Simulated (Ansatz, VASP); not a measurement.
## One calculation of KBr, two programs

File POSCAR:

```
KBr
1.0
    0.0000000000      3.3000000000      3.3000000000
    3.3000000000      0.0000000000      3.3000000000
    3.3000000000      3.3000000000      0.0000000000
Br K
1 1
Direct
    0.5000000000      0.5000000000      0.5000000000
    0.0000000000      0.0000000000      0.0000000000
```

The input INCAR.step1:

```
SYSTEM = KBr
PREC = Accurate ; ENCUT = 520
ISMEAR = -1 ; SIGMA = 0.05
LREAL = .False. ; LASPH = .True.
NELM = 150 ; MAGMOM = 0 0 0 0 0 0
LSORBIT = .True. ; GGA_COMPAT = .False.
NBANDS = 28 ; GGA = PE
ALGO = Normal ; EDIFF = 1E-4
LWAVE = .True. ; LCHARG = .False.
```

INCAR.step2

```
SYSTEM = KBr
PREC = Accurate ; ENCUT = 520
EDIFF = 1E-7 ; ISMEAR = -1
SIGMA = 0.05 ; LREAL = .False.
LASPH = .True. ; NELM = 150
ALGO = Normal ; ISIF = 2
LWAVE = .False. ; LCHARG = .False.
MAGMOM = 0 0 0 0 0 0 ; LORBIT = 11
LSORBIT = .True. ; GGA_COMPAT = .False.
LORBMOM = .True. ; METAGGA = R2SCAN
LMIXTAU = .True. ; NBANDS = 28
ISTART = 1
```

Contents of KPOINTS:

```
regular mesh
0
Gamma
  5 5 5
  0 0 0
```

The input input.yaml:

```yaml
crystal:
  lattice:
    - [0.0, 3.3, 3.3]
    - [3.3, 0.0, 3.3]
    - [3.3, 3.3, 0.0]
  atoms:
    - { symbol: Br, position: [0.5, 0.5, 0.5] }
    - { symbol: K, position: [0.0, 0.0, 0.0] }
hamiltonian:
  xc: r2scan
  pseudopotentials: { kind: paw_fr }
magnetization:
  noncollinear: true
  spin_orbit: true
kpoints:
  mp_grid: { grid: [5, 5, 5] }
  band_path:
    path:
      - [[0.0, 0.0, 0.0], [0.5, 0.0, 0.5], [0.5, 0.25, 0.75], [0.375, 0.375, 0.75], [0.0, 0.0, 0.0], [0.5, 0.5, 0.5], [0.625, 0.25, 0.625], [0.5, 0.25, 0.75], [0.5, 0.5, 0.5], [0.375, 0.375, 0.75]]
      - [[0.625, 0.25, 0.625], [0.5, 0.0, 0.5]]
    npoints: 14
scf:
  occupations: { method: fermi_dirac, width: 0.05 }
  n_extra_bands: 6
output:
  forces: true
  stress: true
  eigenvalues: true
  fatbands: true
```

Alike in both runs: functional r2SCAN; k mesh 5 × 5 × 5; occupations fermi-dirac, width 0.05 eV; non-collinear spin, spin-orbit coupling.

|  | VASP | Ansatz |
| --- | --- | --- |
| version | VASP 6.6.1 | Ansatz 0.2.0 |
| potentials or method | VASP PAW PBE potentials, release 64 (Br, K_sv) | Ansatz PAW |
| plane-wave cutoff (eV) | 520 | 500 |
| valence electrons in the cell | 16 | 16 |
| task | single point | band structure |

|  | VASP | Ansatz | Ansatz less VASP |
| --- | --- | --- | --- |
| pressure (GPa) | 0.1 | 0.1 | 0.00 |
| net moment per atom (μB) | 0.00 | 0.00 | 0.000 |

VASP's potentials were made for PBE, not for r2SCAN. With one functional, cell and mesh, what is left measures potentials, basis and numerics.
